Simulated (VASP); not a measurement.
Set up this calculation in VASP 6.6.1, as the native input.

* Task: relaxation of shape and atoms at fixed volume
* Functional: PBE
* Potentials or basis: VASP PAW PBE potentials, release 64 (Fe, O)
* Cutoff: 600 eV
* k mesh: 12 × 12 × 12
* Occupations: gaussian, width 0.02 eV
* Spin: collinear spin, ferromagnetic start
* Starting moments: [3.9, 0.17] μB
* Hubbard terms: Fe d U = 5.3 eV
* Dipole correction: no
* Further INCAR settings: ALGO = Normal; EDIFF = 1e-06; IBRION = 2; EDIFFG = -0.001; NSW = 80; ISIF = 4

The structure of FeO lies in POSCAR:

```
FeO
1.0
    1.5950205304      0.9208855326      2.4992366057
   -1.5950205304      0.9208855326      2.4992366057
    0.0000000000     -1.8417710652      2.4992366057
Fe O
1 1
Direct
    0.0000000000      0.0000000000      0.0000000000
    0.5000000000      0.5000000000      0.5000000000
```

The input as run:

INCAR

```
PREC = Accurate ; ENCUT = 600
EDIFF = 1E-6 ; ISMEAR = 0
SIGMA = 0.02 ; LREAL = F
LASPH = T ; NELM = 150
ALGO = Normal ; ISIF = 4
LWAVE = F ; LCHARG = F
ISPIN = 2 ; MAGMOM = 3.9 0.17
LORBIT = 11 ; LMAXMIX = 4
LDAU = T ; LDAUTYPE = 2
LDAUL = 2 -1 ; LDAUU = 5.3 0
LDAUJ = 0 0 ; LDAUPRINT = 1
GGA = PE ; IBRION = 2
NSW = 80 ; EDIFFG = -0.001
```

KPOINTS

```
regular mesh
0
Gamma
  12 12 12
```

Potentials or basis: VASP PAW PBE potentials, release 64 (Fe, O).

Launch:

```console
$ cat potpaw_PBE.64/Fe/POTCAR potpaw_PBE.64/O/POTCAR > POTCAR
$ mpirun -np 1 vasp_std > vasp.out
```

Results of the run:

The energy gained by relaxing is 2.1 meV/atom. The ionic steps are 4 and the pressure after relaxing is -12.0 GPa. The band gap on the k mesh is zero (filled and empty bands overlap) and the net moment is 4.00 μB per cell. The site moments are Fe +3.85; O +0.16 μB. The valence electrons inside the program's atomic spheres are Fe 6.62; O 4.97.

Caveat: a cell with one magnetic atom can't hold antiferromagnetic order, which such compounds often take.

It took 10 min on 1 thread of Intel Xeon 8259CL (shared host), peak memory 0.27 GiB.
